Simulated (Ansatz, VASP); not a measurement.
## BaTiO3 in VASP and in Ansatz

INCAR

```
SYSTEM = BaTiO3
PREC = Accurate
ENCUT = 520
EDIFF = 1E-7
ISMEAR = -1
SIGMA = 0.08
LREAL = .False.
LASPH = .True.
NELM = 80
ALGO = Normal
ISIF = 2
LWAVE = .False.
LCHARG = .True.
GGA = PS
LELF = .True.
LVHAR = .True.
NBANDS = 28
```

Contents of KPOINTS:

```
Automatic mesh
0
Gamma
  7 7 7
  0 0 0
```

POSCAR

```
BaTiO3
1.0
    4.0130884697      0.0000000000      0.0000000000
    0.0000000000      4.0130884697      0.0000000000
    0.0000000000      0.0000000000      4.0313489353
Ba Ti O
1 1 3
Direct
    0.0000000000      0.0000000000      0.0000000000
    0.5000000000      0.5000000000      0.4820000000
    0.5000000000      0.5000000000      0.0160000000
    0.5000000000      0.0000000000      0.5150000000
    0.0000000000      0.5000000000      0.5150000000
```

Input for Ansatz:

```yaml
crystal:
  lattice:
    - [4.0130884697, 0.0, 0.0]
    - [0.0, 4.0130884697, 0.0]
    - [0.0, 0.0, 4.0313489353]
  atoms:
    - { symbol: Ba, position: [0.0, 0.0, 0.0] }
    - { symbol: Ti, position: [0.5, 0.5, 0.482] }
    - { symbol: O, position: [0.5, 0.5, 0.016] }
    - { symbol: O, position: [0.5, 0.0, 0.515] }
    - { symbol: O, position: [0.0, 0.5, 0.515] }
kpoints:
  mp_grid: { grid: [7, 7, 7] }
  band_path:
    path:
      - [0.0, 0.0, 0.0]
      - [0.0, 0.5, 0.0]
      - [0.5, 0.5, 0.0]
      - [0.0, 0.0, 0.0]
      - [0.0, 0.0, 0.5]
      - [0.0, 0.5, 0.5]
      - [0.5, 0.5, 0.5]
      - [0.0, 0.0, 0.5]
      - [0.0, 0.5, 0.0]
    npoints: 5
scf:
  occupations: { method: fermi_dirac, width: 0.08 }
hamiltonian:
  xc: pbesol
  pseudopotentials: { kind: all_electron, lapw: { basis_error: 0.001 } }
output:
  forces: true
  stress: true
  eigenvalues: true
```

Change from the starting cell: volume scaled by 1.01.

Alike in both runs: task single point; functional PBEsol; k mesh 7 × 7 × 7; occupations fermi-dirac, width 0.08 eV; no spin polarisation.

```csv
,VASP,Ansatz
version,VASP 6.6.1,Ansatz 0.2.0
potentials or method,"VASP PAW PBE potentials, release 64 (Ba_sv, Ti_sv, O), cutoff 520 eV","all-electron LAPW, scalar-relativistic"
```

Ansatz gave:

```
pressure (GPa)                                                : -5.2
traceless stress, the component that is largest in VASP (GPa) : 0.94
rms of the force components (eV/Å)                            : 0.140
```

What did VASP give for the same quantities?

Pressure (GPa): -3.4; traceless stress, the component that is largest in VASP (GPa): 1.01; rms of the force components (eV/Å): 0.130.

VASP's potentials were made for PBE, not for PBEsol. Atom by atom the forces differ by 0.018 eV/Å (rms over components). Ansatz ran all-electron here, and VASP with PAW potentials.

Spin-orbit coupling is off throughout.
